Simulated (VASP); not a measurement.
# GaN (F-43m) in VASP: a series of runs

Runs on GaN. Level: LDA. Tasks: single point.

All numbers are computed with VASP 6.6.1; they aren't measurements. Logs are shortened: lines on timing, memory, paths and dates and some standing lists are left out, and cuts for length are marked.

## 1. The cell of the first run

The structure is cubic, space group F-43m (No. 216). Conventional cell: a = 4.455 Å, b = 4.455 Å, c = 4.455 Å, α = 90.00°, β = 90.00°, γ = 90.00°. Ga (site symmetry -43m) has 4 N at 1.93 Å within 2.6 Å. Within 2.6 Å of N (site symmetry -43m) lie 4 Ga at 1.93 Å.

## 2. Single point, LDA (11.05 Å³/atom)

INCAR

```
SYSTEM = GaN
PREC = Accurate ; ENCUT = 1330
EDIFF = 1E-6 ; ISMEAR = 0
SIGMA = 0.02 ; LREAL = .False.
LASPH = .True. ; NELM = 120
ALGO = Normal ; ISIF = 2
LWAVE = .False. ; LCHARG = .False.
GGA = CA ; NBANDS = 16
GGA_COMPAT = .False.
```

KPOINTS

```
regular mesh
0
Gamma
  10 10 10
  0 0 0
```

POSCAR

```
GaN
1.0
    0.0000000000      2.2275000000      2.2275000000
    2.2275000000      0.0000000000      2.2275000000
    2.2275000000      2.2275000000      0.0000000000
Ga N
1 1
Direct
    0.0000000000      0.0000000000      0.0000000000
    0.2500000000      0.2500000000      0.2500000000
```

Potentials or basis: VASP PAW LDA potentials, release 64 (Ga_d, N_h).

Command:

```
$ cat potpaw_LDA.64/Ga_d/POTCAR potpaw_LDA.64/N_h/POTCAR > POTCAR
$ mpirun -np 1 vasp_std > vasp.out
```

OUTCAR:

```text
SYSTEM = GaN
   PREC = Accurate
   ENCUT = 1330
   EDIFF = 1E-6
   ISMEAR = 0
   LREAL = .False.
   LASPH = .True.
   NELM = 120
   ISIF = 2
   GGA = CA

 ion  position               nearest neighbor table
   1  0.000  0.000  0.000-   2 1.93   2 1.93   2 1.93   2 1.93
   2  0.250  0.250  0.250-   1 1.93   1 1.93   1 1.93   1 1.93

  LATTYP: Found a face centered cubic cell.
 ALAT       =     4.4550000000

  Lattice vectors:

 A1 = (   0.0000000000,   2.2275000000,   2.2275000000)
 A2 = (   2.2275000000,   0.0000000000,   2.2275000000)
 A3 = (   2.2275000000,   2.2275000000,   0.0000000000)

Analysis of symmetry for initial positions (statically):
=====================================================================
 Subroutine PRICEL returns:
 Original cell was already a primitive cell.

 Routine SETGRP: Setting up the symmetry group for a
 face centered cubic supercell.

 Subroutine GETGRP returns: Found 24 space group operations
 (whereof 24 operations were pure point group operations)
 out of a pool of 48 trial point group operations.

The static configuration has the point symmetry T_d .

Analysis of symmetry for dynamics (positions and initial velocities):
=====================================================================
 Subroutine PRICEL returns:
 Original cell was already a primitive cell.

 Routine SETGRP: Setting up the symmetry group for a
 face centered cubic supercell.

 Subroutine GETGRP returns: Found 24 space group operations
 (whereof 24 operations were pure point group operations)
 out of a pool of 48 trial point group operations.

The dynamic configuration has the point symmetry T_d .

 Subroutine INISYM returns: Found 24 space group operations
 (whereof 24 operations are pure point group operations),
 and found     1 'primitive' translations

----------------------------------------------------------------------------------------

                                     Primitive cell

  volume of cell :      22.1046

  direct lattice vectors                    reciprocal lattice vectors
     0.000000000  2.227500000  2.227500000    -0.224466891  0.224466891  0.224466891
     2.227500000  0.000000000  2.227500000     0.224466891 -0.224466891  0.224466891
     2.227500000  2.227500000  0.000000000     0.224466891  0.224466891 -0.224466891

  length of vectors
     3.150160710  3.150160710  3.150160710     0.388788060  0.388788060  0.388788060

  position of ions in fractional coordinates (direct lattice)
     0.000000000  0.000000000  0.000000000
     0.250000000  0.250000000  0.250000000

  ion indices of the primitive-cell ions
   primitive index   ion index
                 1           1
                 2           2

----------------------------------------------------------------------------------------

 KPOINTS: regular mesh

Automatic generation of k-mesh.
 Grid dimensions read from file:
 generate k-points for:   10   10   10

 Generating k-lattice:

  Cartesian coordinates                     Fractional coordinates (reciprocal lattice)
    -0.022446689  0.022446689  0.022446689     0.100000000  0.000000000  0.000000000
     0.022446689 -0.022446689  0.022446689     0.000000000  0.100000000  0.000000000
     0.022446689  0.022446689 -0.022446689     0.000000000  0.000000000  0.100000000

  Length of vectors
     0.038878806  0.038878806  0.038878806

  Shift w.r.t. Gamma in fractional coordinates (k-lattice)
     0.000000000  0.000000000  0.000000000

 Subroutine IBZKPT returns following result:
 ===========================================

 Found     47 irreducible k-points:

 Following reciprocal coordinates:
            Coordinates               Weight
  0.000000  0.000000  0.000000      1.000000
  0.100000  0.000000  0.000000      8.000000
  0.200000  0.000000  0.000000      8.000000
  0.300000  0.000000  0.000000      8.000000
  0.400000  0.000000  0.000000      8.000000
  0.500000  0.000000  0.000000      4.000000
[... 16 lines left out ...]
  0.300000  0.300000  0.000000      6.000000
  0.400000  0.300000  0.000000     24.000000
 [... further k-points ...]
   k-points           NKPTS =     47   k-points in BZ     NKDIM =     47   number of bands    NBANDS=     16
   number of dos      NEDOS =    301   number of ions     NIONS =      2
   total plane-waves  NPLWV =  64000
   dimension x,y,z NGX =    40 NGY =   40 NGZ =   40
   dimension x,y,z NGXF=    80 NGYF=   80 NGZF=   80
   ions per type =               1   1
   NGX,Y,Z   is equivalent  to a cutoff of  21.11, 21.11, 21.11 a.u.
   NGXF,Y,Z  is equivalent  to a cutoff of  42.22, 42.22, 42.22 a.u.
 SYSTEM =  GaN
   PREC   = accura    normal or accurate (medium, high low for compatibility)
   ISTART =      0    job   : 0-new  1-cont  2-samecut
   ICHARG =      2    charge: 1-file 2-atom 10-const
   ISPIN  =      1    spin polarized calculation?
   LNONCOLLINEAR =      F non collinear calculations
   LSORBIT =      F    spin-orbit coupling
   LASPH  =      T    aspherical Exc in radial PAW
   ENCUT  = 1330.0 eV  97.75 Ry    9.89 a.u.   9.37  9.37  9.37*2*pi/ulx,y,z
   NELM   =    120;   NELMIN=  2; NELMDL= -5     # of ELM steps
   EDIFF  = 0.1E-05   stopping-criterion for ELM
   LREAL  =      F    real-space projection
   EDIFFG = 0.1E-04   stopping-criterion for IOM
   NSW    =      0    number of steps for IOM
   IBRION =     -1    ionic relax: 0-MD 1-quasi-New 2-CG
   NFREE  =      0    steps in history (QN), initial steepest desc. (CG)
   ISIF   =      2    stress and relaxation
   ISYM   =      2    0-nonsym 1-usesym 2-fastsym
   POTIM  = 0.5000    time-step for ionic-motion
   TEBEG  =    0.0;   TEEND  =   0.0 temperature during run
   PSTRESS=    0.0 pullay stress
   NELECT =      18.0000    total number of electrons
   NUPDOWN=      -1.0000    fix difference up-down
   EMIN   =  10.00;   EMAX   =-10.00  energy-range for DOS
   EFERMI =   0.00;   METHOD = LEGACY
   ISMEAR =     0;   SIGMA  =   0.02  broadening in eV -4-tet -1-fermi 0-gaus
   EFERMI_NEDOS =   21; number of points for ismear=-14 and -15
   IALGO  =     38    algorithm
   IMIX   =      4    mixing-type and parameters
     AMIX     =   0.40;   BMIX     =  1.00
     AMIX_MAG =   1.60;   BMIX_MAG =  1.00
  volume/ion in A,a.u.               =      11.05        74.58
  Fermi-wavevector in a.u.,A,eV,Ry     =   1.528755  2.888928 31.798074  2.337093
  Thomas-Fermi vector in A             =   2.636470
   LORBIT       =      0    0 simple, 1 ext, 2 COOP (PROOUT), +10 PAW based schemes
   GGA     = CA    functional components
   LHFCALC =     F    Hartree Fock is set to
   AEXX    =    0.0000 exact exchange contribution
   IVDW    =     0    specifies the selected vdW correction
   LEPSILON=     F    determine dielectric tensor
   LRPA    =     F    only Hartree local field effects (RPA)
 non-spin polarized calculation
 Gauss-broadening in eV      SIGMA  =   0.02
  energy-cutoff  :     1330.00
  volume of cell :       22.10
 maximum number of plane-waves:      2454
 NGX is ok and might be reduce to    40
   NGX = 19   NGY = 19   NGZ = 19

 number of electron      18.0000001 magnetization

 Free energy of the ion-electron system (eV)
  ---------------------------------------------------
  ext. energy  EPLUGINS =         0.00000000
  ---------------------------------------------------
  free energy    TOTEN  =       -13.94712363 eV

  energy without entropy =      -13.94712363  energy(sigma->0) =      -13.94712363

 E-fermi :   5.9478     XC(G=0): -12.3204

 val. band max:        5.7412356847   @ k =   0.0000   0.0000   0.0000
 cond. band min:       7.7168143343   @ k =   0.0000   0.0000   0.0000
 fundamental gap:      1.9755786496
 Fermi energy:         5.9477635440

 k-point     1 :       0.0000    0.0000    0.0000
  band No.  band energies     occupation
      1     -10.3676      2.00000
      2      -7.8496      2.00000
      3      -7.8496      2.00000
      4      -7.8496      2.00000
      5      -7.4949      2.00000
      6      -7.4949      2.00000
[... 8 lines left out ...]
     15      24.6874      0.00000
     16      24.6874      0.00000

 k-point     2 :       0.1000    0.0000    0.0000
  band No.  band energies     occupation
      1     -10.2479      2.00000
      2      -7.8345      2.00000
      3      -7.8345      2.00000
      4      -7.8117      2.00000
      5      -7.4965      2.00000
      6      -7.4965      2.00000
[... 8 lines left out ...]
     15      23.4056      0.00000
     16      23.4056      0.00000

 k-point     3 :       0.2000    0.0000    0.0000
  band No.  band energies     occupation
      1      -9.9460      2.00000
      2      -7.7997      2.00000
      3      -7.7997      2.00000
      4      -7.6457      2.00000
      5      -7.4953      2.00000
      6      -7.4953      2.00000
[... 8 lines left out ...]
     15      22.6304      0.00000
     16      22.6304      0.00000

 k-point     4 :       0.3000    0.0000    0.0000
  band No.  band energies     occupation
      1      -9.6279      2.00000
      2      -7.7688      2.00000
      3      -7.7688      2.00000
      4      -7.4804      2.00000
      5      -7.4804      2.00000
      6      -7.2202      2.00000
[... 8 lines left out ...]
     15      23.1392      0.00000
     16      23.1392      0.00000
[... 324 lines left out ...]
 k-point    22 :      -0.2000    0.2000    0.0000
  band No.  band energies     occupation
      1      -9.5304      2.00000
      2      -7.7520      2.00000
      3      -7.7343      2.00000
      4      -7.5205      2.00000
      5      -7.5143      2.00000
      6      -7.0241      2.00000
[... 8 lines left out ...]
     15      23.2440      0.00000
     16      26.5369      0.00000

 k-point    23 :       0.3000    0.3000    0.0000
  band No.  band energies     occupation
      1      -9.4390      2.00000
      2      -7.6966      2.00000
      3      -7.6396      2.00000
      4      -7.6396      2.00000
      5      -7.4393      2.00000
      6      -7.0082      2.00000
[... 8 lines left out ...]
     15      28.0575      0.00000
     16      28.6464      0.00000

 k-point    24 :       0.4000    0.3000    0.0000
  band No.  band energies     occupation
      1      -9.3192      2.00000
      2      -7.7151      2.00000
      3      -7.6022      2.00000
      4      -7.6009      2.00000
      5      -7.4280      2.00000
      6      -6.5032      2.00000
[... 8 lines left out ...]
     15      28.4472      0.00000
     16      28.4823      0.00000

 [... further k-points ...]

------------------------ aborting loop because EDIFF is reached ----------------------------------------

  FORCE on cell =-STRESS in cart. coord.  units (eV):
  Direction    XX          YY          ZZ          XY          YZ          ZX
  --------------------------------------------------------------------------------------
  -------------------------------------------------------------------------------------
  Total        0.1416235      0.1416235      0.1416235     -0.0000000     -0.0000000      0.0000000
  in kB       10.2650934     10.2650934     10.2650934     -0.0000000     -0.0000000      0.0000000
  external PRESSURE =      10.2650934 kB  Pullay stress =       0.0000000 kB

 VOLUME and BASIS-vectors are now :
 -----------------------------------------------------------------------------
  energy-cutoff  :     1330.00
  volume of cell :       22.10
      direct lattice vectors                 reciprocal lattice vectors
     0.000000000  2.227500000  2.227500000    -0.224466891  0.224466891  0.224466891
     2.227500000  0.000000000  2.227500000     0.224466891 -0.224466891  0.224466891
     2.227500000  2.227500000  0.000000000     0.224466891  0.224466891 -0.224466891

 POSITION                                       TOTAL-FORCE (eV/Angst)
 -----------------------------------------------------------------------------------
      0.00000      0.00000      0.00000         0.000000      0.000000      0.000000
      1.11375      1.11375      1.11375        -0.000000     -0.000000     -0.000000
 -----------------------------------------------------------------------------------
    total drift:                               -0.000000     -0.000000     -0.000000

  FREE ENERGIE OF THE ION-ELECTRON SYSTEM (eV)
  ---------------------------------------------------
  free  energy   TOTEN  =       -13.9471236277 eV

  energy  without entropy=      -13.9471236277  energy(sigma->0) =      -13.94712363
```

Wall time 48 s (1 thread of Intel Xeon Platinum 8259CL at 2.50GHz (Skylake/Cascade Lake), shared host); peak memory 0.25 GiB.

What came out:

| Item | Value |
| --- | --- |
| Free energy | -13.9471 eV |
| Pressure | 1.0 GPa |
| Band gap on the k mesh | 1.98 eV |

## 3. Single point, LDA (10.39 Å³/atom)

This run uses another cell than the first one, of 10.39 Å³/atom.

INCAR

```
ALGO = Normal ; EDIFF = 1E-6
ENCUT = 1330 ; GGA_COMPAT = False
ISIF = 2 ; ISMEAR = 0
LASPH = True ; LCHARG = False
LREAL = False ; LWAVE = False
NBANDS = 16 ; NELM = 120
PREC = Accurate ; SIGMA = 0.02
```

KPOINTS

```
k-points
0
Gamma
  10 10 10
```

POSCAR

```
GaN
1.0
    0.0000000000      2.1820000000      2.1820000000
    2.1820000000      0.0000000000      2.1820000000
    2.1820000000      2.1820000000      0.0000000000
Ga N
1 1
Direct
    0.0000000000      0.0000000000      0.0000000000
    0.2500000000      0.2500000000      0.2500000000
```

Potentials or basis: VASP PAW LDA potentials, release 64 (Ga_d, N_h).

Command:

```
$ cat potpaw_LDA.64/Ga_d/POTCAR potpaw_LDA.64/N_h/POTCAR > POTCAR
$ mpirun -np 1 vasp_std > vasp.out
```

OUTCAR:

```text
EDIFF = 1E-6
   ENCUT = 1330
   ISIF = 2
   ISMEAR = 0
   LASPH = True
   LREAL = False
   NELM = 120
   PREC = Accurate

 ion  position               nearest neighbor table
   1  0.000  0.000  0.000-   2 1.89   2 1.89   2 1.89   2 1.89
   2  0.250  0.250  0.250-   1 1.89   1 1.89   1 1.89   1 1.89

  LATTYP: Found a face centered cubic cell.
 ALAT       =     4.3640000000

  Lattice vectors:

 A1 = (   0.0000000000,   2.1820000000,   2.1820000000)
[... 642 lines left out ...]

------------------------ aborting loop because EDIFF is reached ----------------------------------------

  FORCE on cell =-STRESS in cart. coord.  units (eV):
  Direction    XX          YY          ZZ          XY          YZ          ZX
  --------------------------------------------------------------------------------------
  -------------------------------------------------------------------------------------
  Total        2.0515154      2.0515154      2.0515154     -0.0000000      0.0000000     -0.0000000
  in kB      158.1944088    158.1944088    158.1944088     -0.0000000      0.0000000     -0.0000000
  external PRESSURE =     158.1944088 kB  Pullay stress =       0.0000000 kB

 VOLUME and BASIS-vectors are now :
 -----------------------------------------------------------------------------
  energy-cutoff  :     1330.00
  volume of cell :       20.78
      direct lattice vectors                 reciprocal lattice vectors
     0.000000000  2.182000000  2.182000000    -0.229147571  0.229147571  0.229147571
     2.182000000  0.000000000  2.182000000     0.229147571 -0.229147571  0.229147571
     2.182000000  2.182000000  0.000000000     0.229147571  0.229147571 -0.229147571

 POSITION                                       TOTAL-FORCE (eV/Angst)
 -----------------------------------------------------------------------------------
      0.00000      0.00000      0.00000        -0.000000      0.000000     -0.000000
      1.09100      1.09100      1.09100         0.000000     -0.000000      0.000000
 -----------------------------------------------------------------------------------
    total drift:                               -0.000000     -0.000000     -0.000000

  FREE ENERGIE OF THE ION-ELECTRON SYSTEM (eV)
  ---------------------------------------------------
  free  energy   TOTEN  =       -13.8797195569 eV

  energy  without entropy=      -13.8797195569  energy(sigma->0) =      -13.87971956
```

stdout:

```text
POSCAR found type information on POSCAR GaN
 POSCAR found :  2 types and       2 ions
 scaLAPACK will be used
 LDA part: xc-table for (Slater(with rela. corr.)+CA(PZ))
 , standard interpolation
 POSCAR, INCAR and KPOINTS ok, starting setup
 FFT: planning ... GRIDC
 FFT: planning ... GRID_SOFT
 FFT: planning ... GRID
 WAVECAR not read
 entering main loop
```

It took 48 s on 1 thread of Intel Xeon Platinum 8259CL at 2.50GHz (Skylake/Cascade Lake), shared host; peak memory 0.25 GiB.

What came out:

- Free energy: -13.8797 eV
- Pressure: 15.8 GPa
- Band gap on the k mesh: 2.38 eV

Caveat: the cell stands under pressure.
